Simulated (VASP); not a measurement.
# LiTa4O (P6/mmm) in VASP: further runs, part 3 of 3

VASP 6.6.1. The steps go on from the part before.

## 6. Single point, PBE

This run uses another cell than the first one, of 17.05 Å³/atom.

The input, INCAR:

```
SYSTEM = LiTa4O
PREC = Accurate ; ENCUT = 520
EDIFF = 1E-7 ; ISMEAR = 0
SIGMA = 0.1 ; LREAL = .False.
LASPH = .True. ; NELM = 60
ALGO = Normal ; ISIF = 2
LWAVE = .False. ; LCHARG = .True.
GGA = PE ; LELF = .True.
LVHAR = .True. ; NBANDS = 36
```

The input, KPOINTS:

```
regular mesh
0
Gamma
  12 12 8
  0 0 0
```

The input, POSCAR:

```
LiTa4O
1.0
    4.6883736649      0.0000000000      0.0000000000
   -2.3441868325      4.0602506962      0.0000000000
    0.0000000000      0.0000000000      5.3727122865
Li Ta O
1 4 1
Direct
    0.0000000000      0.0000000000      0.5000000000
    0.3333333333      0.6666666667      0.7461481797
    0.3333333333      0.6666666667      0.2538518203
    0.6666666667      0.3333333333      0.7461481797
    0.6666666667      0.3333333333      0.2538518203
    0.0000000000      0.0000000000      0.0000000000
```

Potentials or basis: VASP PAW PBE potentials, release 64 (Li_sv, Ta_pv, O).

Run with:

```sh
$ cat potpaw_PBE.64/Li_sv/POTCAR potpaw_PBE.64/Ta_pv/POTCAR potpaw_PBE.64/O/POTCAR > POTCAR
$ mpirun -np 1 vasp_std > vasp.out
```

Run time: 3.8 min. Hardware: 1 thread of AMD EPYC 9R45 (Zen 5), shared host; peak memory 0.38 GiB.

The run converged. Its results:

```yaml
Free_energy: -49.3979 eV
Band_gap_on_the_k_mesh: zero (an odd number of electrons rules out a gap without spin polarisation)
```

Forces in eV/Å, atoms in the order of the input:
```
Li   0.000  0.000  0.000
Ta   0.000  0.000  0.003
Ta   0.000  0.000 -0.003
Ta   0.000  0.000  0.003
Ta   0.000  0.000 -0.003
O    0.000  0.000  0.000
```

Levels at points of the mesh, in eV from the Fermi level:
| k point | band 24 | band 25 | band 26 | band 27 | band 28 | band 29 |
| --- | --- | --- | --- | --- | --- | --- |
| (0.00, 0.00, 0.00) | -0.52 | -0.32 | 0.03 | 0.03 | 1.33 | 1.35 |
| (0.50, 0.00, 0.00) | -0.85 | -0.78 | -0.48 | -0.02 | 0.02 | 0.39 |
| (0.00, 0.00, 0.50) | -0.78 | -0.78 | -0.57 | 0.02 | 1.45 | 1.45 |
| (0.50, 0.00, 0.50) | -0.82 | -0.76 | -0.06 | 0.08 | 0.36 | 1.09 |

Caveat: the cutoff is under 1.25 times the usual one of these potentials, so pressure, stress and relaxed cells hold a basis-set (Pulay) error; spin-orbit coupling is left out, which moves the levels of the heavy elements; an odd number of electrons without spin polarisation forces a metal; a magnetic or distorted state may lie lower.

## 7. Single point, PBE, collinear spin

This run uses another cell than the first one, of 17.04 Å³/atom.

The input, INCAR:

```
SYSTEM = LiTa4O
PREC = Accurate
ENCUT = 520
EDIFF = 1E-6
ISMEAR = 0
SIGMA = 0.1
LREAL = .False.
LASPH = .True.
NELM = 150
ALGO = Normal
ISIF = 2
LWAVE = .False.
LCHARG = .False.
ISPIN = 2
MAGMOM = 0 1 1 1 1 0
LORBIT = 11
LMAXMIX = 4
GGA = PE
NBANDS = 40
```

The input, KPOINTS:

```
Automatic mesh
0
Gamma
  6 6 4
  0 0 0
```

The input, POSCAR:

```
LiTa4O
1.0
    4.6956860905      0.0000000000      0.0000000000
   -2.3478430453      4.0665834426      0.0000000000
    0.0000000000      0.0000000000      5.3552488831
Li Ta O
1 4 1
Direct
    0.0000000000      0.0000000000      0.5000000000
    0.3333333333      0.6666666667      0.7465528020
    0.3333333333      0.6666666667      0.2534471980
    0.6666666667      0.3333333333      0.7465528020
    0.6666666667      0.3333333333      0.2534471980
    0.0000000000      0.0000000000      0.0000000000
```

Run with:

```sh
$ cat potpaw_PBE.64/Li_sv/POTCAR potpaw_PBE.64/Ta_pv/POTCAR potpaw_PBE.64/O/POTCAR > POTCAR
$ mpirun -np 1 vasp_std > vasp.out
```

It took 1.8 min on 1 thread of AMD EPYC 9R45 (Zen 5), shared host; peak memory 0.3 GiB.

It converged, with:

| Item | Value |
| --- | --- |
| Free energy | -49.4002 eV |
| Largest force | 0.015 eV/Å |
| Net moment | 0.00 μB per cell |
| Valence electrons inside the program's atomic spheres | Li 2.10; Ta 8.98; O 4.72 |

Forces in eV/Å, atoms in the order of the input:
```
Li   0.000  0.000  0.000
Ta   0.000  0.000 -0.015
Ta   0.000  0.000  0.015
Ta   0.000  0.000 -0.015
Ta   0.000  0.000  0.015
O    0.000  0.000  0.000
```

Levels at points of the mesh, in eV from the Fermi level:
Spin up:
| k point | band 24 | band 25 | band 26 | band 27 | band 28 | band 29 |
| --- | --- | --- | --- | --- | --- | --- |
| (0.00, 0.00, 0.00) | -0.50 | -0.29 | 0.04 | 0.04 | 1.38 | 1.40 |
| (0.50, 0.00, 0.00) | -0.83 | -0.73 | -0.43 | -0.02 | 0.07 | 0.38 |
| (0.00, 0.00, 0.50) | -0.75 | -0.75 | -0.53 | 0.06 | 1.49 | 1.49 |
| (0.50, 0.00, 0.50) | -0.77 | -0.73 | -0.03 | 0.12 | 0.37 | 1.10 |
Spin down:
```
           k point  band 22  band 23  band 24  band 25  band 26  band 27  band 28  band 29  band 30  band 31
(0.00, 0.00, 0.00)    -1.99    -0.50    -0.50    -0.29     0.04     0.04     1.38     1.40     1.40     1.68
(0.50, 0.00, 0.00)    -1.73    -1.62    -0.83    -0.73    -0.43    -0.02     0.07     0.38     1.74     3.19
(0.00, 0.00, 0.50)    -0.98    -0.98    -0.75    -0.75    -0.53     0.06     1.49     1.49     1.68     1.68
(0.50, 0.00, 0.50)    -1.10    -1.00    -0.77    -0.73    -0.03     0.12     0.37     1.10     1.35     1.53
```

Caveat: the cutoff is under 1.25 times the usual one of these potentials, so pressure, stress and relaxed cells hold a basis-set (Pulay) error; spin-orbit coupling is left out, which moves the levels of the heavy elements.

## 8. The runs side by side

```csv
task,spin,cell,k mesh,cutoff (eV),gap on the mesh (eV),moment (μB),largest force (eV/Å)
single point,off,"a = 3.426, b = 3.426, c = 7.123 Å, angles 90.0, 90.0, 120.0°, 6 atoms, atomic positions A",6 × 6 × 4,520,none,-,0.12
single point,off,"a = 4.696, b = 4.696, c = 5.355 Å, angles 90.0, 90.0, 120.0°, 6 atoms, atomic positions B",6 × 6 × 4,520,none,-,0.02
relaxation of cell and atoms,off,"relaxed from a = 3.426, b = 3.426, c = 7.123 Å, angles 90.0, 90.0, 120.0°, 6 atoms, atomic positions A",6 × 6 × 4,600,none,-,0.03
single point,collinear,"a = 3.426, b = 3.426, c = 7.123 Å, angles 90.0, 90.0, 120.0°, 6 atoms, atomic positions A",6 × 6 × 4,520,none,0.00,0.12
single point,off,"a = 4.688, b = 4.688, c = 5.373 Å, angles 90.0, 90.0, 120.0°, 6 atoms, atomic positions B",12 × 12 × 8,520,none,-,-
single point,collinear,"a = 4.696, b = 4.696, c = 5.355 Å, angles 90.0, 90.0, 120.0°, 6 atoms, atomic positions B",6 × 6 × 4,520,none,0.00,0.02
```

Alike in all rows: level PBE; potentials or basis VASP PAW PBE potentials, release 64 (Li_sv, Ta_pv, O); smearing gaussian 0.1 eV.

Caveats: the cutoff is under 1.25 times the usual one of these potentials, so pressure, stress and relaxed cells hold a basis-set (Pulay) error; spin-orbit coupling is left out, which moves the levels of the heavy elements; an odd number of electrons without spin polarisation forces a metal (at least some runs); a magnetic or distorted state may lie lower (at least some runs); atoms lie so close that the PAW spheres overlap strongly, which falsifies energies and pressures (at least some runs); the volume moved by over 15 % at a fixed basis, so the end points are rough (at least some runs).

Total energies depend on the potentials used, so only differences within one code and one set of settings carry meaning.
